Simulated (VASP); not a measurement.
# GdN in VASP: notebook

The runs below take GdN through single point, with PBE.

All numbers are computed with VASP 6.6.1; they aren't measurements. Logs are shortened: lines on timing, memory, paths and dates and some standing lists are left out, and cuts for length are marked.

## Step 1: The cell of the first run

The typed cell holds 2 atoms: a = 3.033 Å, b = 3.033 Å, c = 3.029 Å, α = 90.00°, β = 90.00°, γ = 90.00°.

The cell was generated, and may not be a known phase.

## Step 2: Single point, PBE, collinear spin, ferromagnetic start

The input, INCAR:

```
  PREC = Accurate
  ENCUT = 520
  EDIFF = 1E-6
  ISMEAR = 0
  SIGMA = 0.1
  LREAL = F
  LASPH = T
  NELM = 150
  ALGO = Normal
  ISIF = 2
  LWAVE = F
  LCHARG = F
  ISPIN = 2
  MAGMOM = 7 0
  LORBIT = 11
  LMAXMIX = 6
  GGA = PE
  NBANDS = 22
```

The input, KPOINTS:

```
Automatic mesh
0
Gamma
  6 6 4
```

The input, POSCAR:

```
GdN
1.0
    3.0329872408      0.0000000000      0.0000000000
    0.0000000000      3.0329872408      0.0000000000
    0.0000000000      0.0000000000      3.0292170501
Gd N
1 1
Direct
    0.0000000000      0.0000000000      0.0000000000
    0.5000000000      0.5000000000      0.5000000000
```

Potentials or basis: VASP PAW PBE potentials, release 64 (Gd, N).

On the command line:

```
$ cat potpaw_PBE.64/Gd/POTCAR potpaw_PBE.64/N/POTCAR > POTCAR
$ mpirun -np 1 vasp_std > vasp.out
```

OUTCAR:

```text
PREC = Accurate
   ENCUT = 520
   EDIFF = 1E-6
   ISMEAR = 0
   LREAL = F
   LASPH = T
   NELM = 150
   ISIF = 2
   ISPIN = 2
   LORBIT = 11
   GGA = PE

 ion  position               nearest neighbor table
   1  0.000  0.000  0.000-   2 2.63   2 2.63   2 2.63   2 2.63   2 2.63   2 2.63   2 2.63   2 2.63

   2  0.500  0.500  0.500-   1 2.63   1 2.63   1 2.63   1 2.63   1 2.63   1 2.63   1 2.63   1 2.63

  LATTYP: Found a simple tetragonal cell.
 ALAT       =     3.0329872408
 C/A-ratio  =     0.9987569382

  Lattice vectors:

 A1 = (   3.0329872408,   0.0000000000,   0.0000000000)
 A2 = (   0.0000000000,   3.0329872408,   0.0000000000)
 A3 = (   0.0000000000,   0.0000000000,   3.0292170501)

Analysis of symmetry for initial positions (statically):
=====================================================================
 Subroutine PRICEL returns:
 Original cell was already a primitive cell.

 Routine SETGRP: Setting up the symmetry group for a
 simple tetragonal supercell.

 Subroutine GETGRP returns: Found 16 space group operations
 (whereof 16 operations were pure point group operations)
 out of a pool of 16 trial point group operations.

The static configuration has the point symmetry D_4h.

Analysis of symmetry for dynamics (positions and initial velocities):
=====================================================================
 Subroutine PRICEL returns:
 Original cell was already a primitive cell.

 Routine SETGRP: Setting up the symmetry group for a
 simple tetragonal supercell.

 Subroutine GETGRP returns: Found 16 space group operations
 (whereof 16 operations were pure point group operations)
 out of a pool of 16 trial point group operations.

The dynamic configuration has the point symmetry D_4h.

Analysis of structural, dynamic, and magnetic symmetry:
=====================================================================
 Subroutine PRICEL returns:
 Original cell was already a primitive cell.

 Routine SETGRP: Setting up the symmetry group for a
 simple tetragonal supercell.

 Subroutine GETGRP returns: Found 16 space group operations
 (whereof 16 operations were pure point group operations)
 out of a pool of 16 trial point group operations.

The overall configuration has the point symmetry D_4h.

 Subroutine INISYM returns: Found 16 space group operations
 (whereof 16 operations are pure point group operations),
 and found     1 'primitive' translations

----------------------------------------------------------------------------------------

                                     Primitive cell

  volume of cell :      27.8658

  direct lattice vectors                    reciprocal lattice vectors
     3.032987241  0.000000000  0.000000000     0.329707948  0.000000000  0.000000000
     0.000000000  3.032987241  0.000000000     0.000000000  0.329707948  0.000000000
     0.000000000  0.000000000  3.029217050     0.000000000  0.000000000  0.330118306

  length of vectors
     3.032987241  3.032987241  3.029217050     0.329707948  0.329707948  0.330118306

  position of ions in fractional coordinates (direct lattice)
     0.000000000  0.000000000  0.000000000
     0.500000000  0.500000000  0.500000000

  ion indices of the primitive-cell ions
   primitive index   ion index
                 1           1
                 2           2

----------------------------------------------------------------------------------------

 KPOINTS: Automatic mesh

Automatic generation of k-mesh.
 Grid dimensions read from file:
 generate k-points for:    6    6    4

 Generating k-lattice:

  Cartesian coordinates                     Fractional coordinates (reciprocal lattice)
     0.054951325  0.000000000  0.000000000     0.166666667  0.000000000  0.000000000
     0.000000000  0.054951325  0.000000000     0.000000000  0.166666667  0.000000000
     0.000000000  0.000000000  0.082529576     0.000000000  0.000000000  0.250000000

  Length of vectors
     0.054951325  0.054951325  0.082529576

  Shift w.r.t. Gamma in fractional coordinates (k-lattice)
     0.000000000  0.000000000  0.000000000

 Subroutine IBZKPT returns following result:
 ===========================================

 Found     30 irreducible k-points:

 Following reciprocal coordinates:
            Coordinates               Weight
  0.000000  0.000000  0.000000      1.000000
  0.166667  0.000000  0.000000      4.000000
  0.333333  0.000000  0.000000      4.000000
  0.500000  0.000000  0.000000      2.000000
  0.166667  0.166667  0.000000      4.000000
  0.333333  0.166667  0.000000      8.000000
[... 16 lines left out ...]
  0.333333  0.000000  0.500000      4.000000
  0.500000  0.000000  0.500000      2.000000
 [... further k-points ...]
   k-points           NKPTS =     30   k-points in BZ     NKDIM =     30   number of bands    NBANDS=     22
   number of dos      NEDOS =    301   number of ions     NIONS =      2
   total plane-waves  NPLWV =  13824
   dimension x,y,z NGX =    24 NGY =   24 NGZ =   24
   dimension x,y,z NGXF=    48 NGYF=   48 NGZF=   48
   ions per type =               1   1
   NGX,Y,Z   is equivalent  to a cutoff of  13.16, 13.16, 13.17 a.u.
   NGXF,Y,Z  is equivalent  to a cutoff of  26.31, 26.31, 26.34 a.u.
 SYSTEM =  unknown system
   PREC   = accura    normal or accurate (medium, high low for compatibility)
   ISTART =      0    job   : 0-new  1-cont  2-samecut
   ICHARG =      2    charge: 1-file 2-atom 10-const
   ISPIN  =      2    spin polarized calculation?
   LNONCOLLINEAR =      F non collinear calculations
   LSORBIT =      F    spin-orbit coupling
   LASPH  =      T    aspherical Exc in radial PAW
   ENCUT  =  520.0 eV  38.22 Ry    6.18 a.u.   5.64  5.64  5.63*2*pi/ulx,y,z
   NELM   =    150;   NELMIN=  2; NELMDL= -5     # of ELM steps
   EDIFF  = 0.1E-05   stopping-criterion for ELM
   LREAL  =      F    real-space projection
   EDIFFG = 0.1E-04   stopping-criterion for IOM
   NSW    =      0    number of steps for IOM
   IBRION =     -1    ionic relax: 0-MD 1-quasi-New 2-CG
   NFREE  =      0    steps in history (QN), initial steepest desc. (CG)
   ISIF   =      2    stress and relaxation
   ISYM   =      2    0-nonsym 1-usesym 2-fastsym
   POTIM  = 0.5000    time-step for ionic-motion
   TEBEG  =    0.0;   TEEND  =   0.0 temperature during run
   PSTRESS=    0.0 pullay stress
   NELECT =      23.0000    total number of electrons
   NUPDOWN=      -1.0000    fix difference up-down
   EMIN   =  10.00;   EMAX   =-10.00  energy-range for DOS
   EFERMI =   0.00;   METHOD = LEGACY
   ISMEAR =     0;   SIGMA  =   0.10  broadening in eV -4-tet -1-fermi 0-gaus
   EFERMI_NEDOS =   21; number of points for ismear=-14 and -15
   IALGO  =     38    algorithm
   IMIX   =      4    mixing-type and parameters
     AMIX     =   0.40;   BMIX     =  1.00
     AMIX_MAG =   1.60;   BMIX_MAG =  1.00
  volume/ion in A,a.u.               =      13.93        94.02
  Fermi-wavevector in a.u.,A,eV,Ry     =   1.535655  2.901967 32.085742  2.358236
  Thomas-Fermi vector in A             =   2.642413
   LORBIT       =     11    0 simple, 1 ext, 2 COOP (PROOUT), +10 PAW based schemes
   GGA     = PE    functional components
   LHFCALC =     F    Hartree Fock is set to
   AEXX    =    0.0000 exact exchange contribution
   IVDW    =     0    specifies the selected vdW correction
   LEPSILON=     F    determine dielectric tensor
   LRPA    =     F    only Hartree local field effects (RPA)
 spin polarized calculation
 Gauss-broadening in eV      SIGMA  =   0.10
  energy-cutoff  :      520.00
  volume of cell :       27.87
 maximum number of plane-waves:       768
 NGX is ok and might be reduce to    24
   NGX = 11   NGY = 11   NGZ = 11

 number of electron      22.9999998 magnetization       6.9861121

 Free energy of the ion-electron system (eV)
  ---------------------------------------------------
  ext. energy  EPLUGINS =         0.00000000
  ---------------------------------------------------
  free energy    TOTEN  =       -21.57351182 eV

  energy without entropy =      -21.57016499  energy(sigma->0) =      -21.57183841

 E-fermi :   5.0070     XC(G=0): -12.2731

 val. band max:        4.9999093289   @ k =   0.0000   0.0000   0.0000
 cond. band min:       5.0182260163   @ k =   0.0000   0.0000   0.0000
 fundamental gap:      0.0183166874
 Fermi energy:         5.0069792122

 spin component 1

 k-point     1 :       0.0000    0.0000    0.0000
  band No.  band energies     occupation
      1     -39.6179      1.00000
      2     -16.2528      1.00000
      3     -16.2528      1.00000
      4     -16.2412      1.00000
      5      -8.5188      1.00000
      6       1.1099      1.00000
[... 14 lines left out ...]
     21      12.4124      0.00000
     22      22.7579      0.00000

 k-point     2 :       0.1667    0.0000    0.0000
  band No.  band energies     occupation
      1     -39.5765      1.00000
      2     -16.7823      1.00000
      3     -16.2065      1.00000
      4     -16.1950      1.00000
      5      -8.0694      1.00000
      6       1.0127      1.00000
[... 14 lines left out ...]
     21      12.5543      0.00000
     22      19.7744      0.00000

 k-point     3 :       0.3333    0.0000    0.0000
  band No.  band energies     occupation
      1     -39.4922      1.00000
      2     -17.6977      1.00000
      3     -16.1121      1.00000
      4     -16.1008      1.00000
      5      -7.1979      1.00000
      6       0.7248      1.00000
[... 14 lines left out ...]
     21      12.9606      0.00000
     22      16.9117      0.00000
[... 476 lines left out ...]
 k-point    23 :       0.3333    0.0000    0.5000
  band No.  band energies     occupation
      1     -39.3276      1.00000
      2     -17.7983      1.00000
      3     -17.3107      1.00000
      4     -15.9447      1.00000
      5      -7.3399      1.00000
      6       0.8837      1.00000
[... 14 lines left out ...]
     21      18.1297      0.00000
     22      18.4109      0.00000

 k-point    24 :       0.5000    0.0000    0.5000
  band No.  band energies     occupation
      1     -39.2869      1.00000
      2     -17.6866      1.00000
      3     -17.6791      1.00000
      4     -15.9049      1.00000
      5      -7.5655      1.00000
      6       0.8543      1.00000
[... 14 lines left out ...]
     21      19.1926      0.00000
     22      19.1999      0.00000

 [... further k-points ...]

 spin component 2

 k-point     1 :       0.0000    0.0000    0.0000
  band No.  band energies     occupation
      1     -36.5464      1.00000
      2     -13.9847      1.00000
      3     -13.9847      1.00000
      4     -13.9689      1.00000
      5      -8.4754      1.00000
      6       4.6816      1.00000
[... 14 lines left out ...]
     21      13.6566      0.00000
     22      23.1890      0.00000

 k-point     2 :       0.1667    0.0000    0.0000
  band No.  band energies     occupation
      1     -36.4968      1.00000
      2     -14.6554      1.00000
      3     -13.9276      1.00000
      4     -13.9119      1.00000
      5      -7.9464      1.00000
      6       3.2453      1.00000
[... 14 lines left out ...]
     21      13.8223      0.00000
     22      20.3664      0.00000

 k-point     3 :       0.3333    0.0000    0.0000
  band No.  band energies     occupation
      1     -36.3953      1.00000
      2     -15.7448      1.00000
      3     -13.8107      1.00000
      4     -13.7951      1.00000
      5      -7.0105      1.00000
      6       1.3385      1.00000
[... 14 lines left out ...]
     21      14.1741      0.00000
     22      17.5668      0.00000
[... 476 lines left out ...]
 k-point    23 :       0.3333    0.0000    0.5000
  band No.  band energies     occupation
      1     -36.1991      1.00000
      2     -15.7803      1.00000
      3     -15.2001      1.00000
      4     -13.6086      1.00000
      5      -7.3248      1.00000
      6       2.3988      1.00000
[... 14 lines left out ...]
     21      19.3276      0.00000
     22      19.5571      0.00000

 k-point    24 :       0.5000    0.0000    0.5000
  band No.  band energies     occupation
      1     -36.1505      1.00000
      2     -15.6190      1.00000
      3     -15.6187      1.00000
      4     -13.5608      1.00000
      5      -7.6205      1.00000
      6       3.1344      1.00000
[... 14 lines left out ...]
     21      20.1615      0.00000
     22      20.1801      0.00000

 [... further k-points ...]

------------------------ aborting loop because EDIFF is reached ----------------------------------------

  FORCE on cell =-STRESS in cart. coord.  units (eV):
  Direction    XX          YY          ZZ          XY          YZ          ZX
  --------------------------------------------------------------------------------------
  -------------------------------------------------------------------------------------
  Total        0.0275235      0.0275235      0.0260766      0.0000000      0.0000000      0.0000000
  in kB        1.5824978      1.5824978      1.4993024      0.0000000      0.0000000      0.0000000
  external PRESSURE =       1.5547660 kB  Pullay stress =       0.0000000 kB

 VOLUME and BASIS-vectors are now :
 -----------------------------------------------------------------------------
  energy-cutoff  :      520.00
  volume of cell :       27.87
      direct lattice vectors                 reciprocal lattice vectors
     3.032987241  0.000000000  0.000000000     0.329707948  0.000000000  0.000000000
     0.000000000  3.032987241  0.000000000     0.000000000  0.329707948  0.000000000
     0.000000000  0.000000000  3.029217050     0.000000000  0.000000000  0.330118306

 POSITION                                       TOTAL-FORCE (eV/Angst)
 -----------------------------------------------------------------------------------
      0.00000      0.00000      0.00000         0.000000      0.000000      0.000000
      1.51649      1.51649      1.51461         0.000000      0.000000      0.000000
 -----------------------------------------------------------------------------------
    total drift:                                0.000000      0.000000     -0.000000

  FREE ENERGIE OF THE ION-ELECTRON SYSTEM (eV)
  ---------------------------------------------------
  free  energy   TOTEN  =       -21.5735118223 eV

  energy  without entropy=      -21.5701649914  energy(sigma->0) =      -21.57183841

 total charge

# of ion       s       p       d       f       tot
--------------------------------------------------
    1        2.037   5.629   0.559   7.064  15.290
    2        1.245   2.359   0.000   0.000   3.604
--------------------------------------------------
tot          3.282   7.988   0.559   7.064  18.894

 magnetization (x)

# of ion       s       p       d       f       tot
--------------------------------------------------
    1       -0.001  -0.074   0.116   6.743   6.783
    2       -0.001  -0.055   0.000   0.000  -0.056
--------------------------------------------------
tot         -0.002  -0.130   0.116   6.743   6.727
```

It took 3.6 min on 1 thread of Intel Xeon 8259CL, shared host; peak memory 0.18 GiB.

Results:

```
Free energy                                           : -21.5735 eV
Pressure                                              : 0.2 GPa
Band gap on the k mesh                                : zero (filled and empty bands overlap)
Net moment                                            : 6.99 μB per cell
Site moments                                          : Gd +6.78; N -0.06 μB
Valence electrons inside the program's atomic spheres : Gd 15.29; N 3.60
```

Levels at points of the mesh, in eV from the Fermi level:
Spin up:
| k point | band 11 | band 12 | band 13 | band 14 | band 15 | band 16 | band 17 | band 18 | band 19 | band 20 |
| --- | --- | --- | --- | --- | --- | --- | --- | --- | --- | --- |
| (0.00, 0.00, 0.00) | -3.88 | -3.66 | -0.97 | -0.97 | 0.34 | 0.34 | 0.36 | 4.40 | 7.38 | 7.41 |
| (0.50, 0.00, 0.00) | -3.70 | -3.66 | -3.66 | -1.27 | -1.24 | 0.12 | 6.19 | 7.57 | 7.57 | 8.01 |
| (0.50, 0.50, 0.00) | -3.68 | -3.64 | -1.60 | -1.60 | 0.49 | 0.69 | 2.97 | 4.25 | 4.25 | 10.10 |
| (0.00, 0.00, 0.50) | -3.70 | -3.66 | -3.66 | -1.26 | -1.26 | 0.13 | 6.21 | 7.56 | 7.56 | 7.99 |
| (0.50, 0.00, 0.50) | -3.68 | -3.65 | -1.60 | -1.59 | 0.50 | 0.67 | 2.95 | 4.22 | 4.23 | 10.12 |
| (0.50, 0.50, 0.50) | -3.87 | -3.71 | -3.71 | -3.71 | -3.57 | 7.89 | 7.89 | 7.90 | 10.42 | 10.44 |
Spin down:
| k point | band 5 | band 6 | band 7 | band 8 | band 9 | band 10 | band 11 | band 12 |
| --- | --- | --- | --- | --- | --- | --- | --- | --- |
| (0.00, 0.00, 0.00) | -13.48 | -0.33 | -0.33 | -0.32 | -0.01 | 0.01 | 1.41 | 1.41 |
| (0.50, 0.00, 0.00) | -11.54 | -4.53 | -1.15 | -1.13 | 1.08 | 1.24 | 1.24 | 1.45 |
| (0.50, 0.50, 0.00) | -12.63 | -1.86 | -1.86 | -0.44 | 1.37 | 1.37 | 1.60 | 1.71 |
| (0.00, 0.00, 0.50) | -11.54 | -4.54 | -1.14 | -1.14 | 1.07 | 1.23 | 1.24 | 1.45 |
| (0.50, 0.00, 0.50) | -12.63 | -1.87 | -1.86 | -0.44 | 1.37 | 1.38 | 1.58 | 1.71 |
| (0.50, 0.50, 0.50) | -11.64 | -4.57 | -4.56 | -4.56 | 1.40 | 1.40 | 1.40 | 1.68 |

Caveat: the k points lie up to 0.52 Å⁻¹ apart, too coarse for converged energies and pressures of a metal; spin-orbit coupling is left out, which moves the levels of the heavy elements; a cell with one magnetic atom can't hold antiferromagnetic order, which such compounds often take; semilocal functionals describe open f shells poorly, which spoils levels, moments and volumes.

[end of part 1 of 2]
